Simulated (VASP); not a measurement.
Runs of VASP 6.6.1 on PtS2. Symmetry: P-3m1, No. 164, trigonal system. Conventional cell: a = 3.543 Å, b = 3.543 Å, c = 5.039 Å, α = 90.00°, β = 90.00°, γ = 120.00°. Within 3.1 Å of Pt (site symmetry -3m) lie 6 S at 2.34 Å. S (site symmetry 3m) has 3 Pt at 2.34 Å and 3 S at 3.07 Å within 3.1 Å. 

```csv
k mesh,gap on the mesh (eV),pressure (GPa),largest force (eV/Å)
5 × 5 × 3,1.47,9.2,1.23
4 × 4 × 3,1.15,(b),1.26
3 × 3 × 2,1.33,8.7,1.11
7 × 7 × 4,1.01,9.2,1.21
6 × 6 × 4,(a),9.3,1.21
```

Alike in all rows: task single point; level r2SCAN; potentials or basis VASP PAW PBE potentials, release 64 (Pt, S); no spin polarisation; cell as given; cutoff (eV) 520; smearing fermi-dirac 0.1 eV.

Estimate the missing entries.

(a) 1.14; (b) 9.0.

Caveats: some runs use coarse meshes; the PAW data sets were made with another functional, which shifts forces and pressure a little; spin-orbit coupling is left out, which moves the levels of the heavy elements.

A k mesh can miss the band edges, and the runs leave out spin-orbit coupling on Pt.
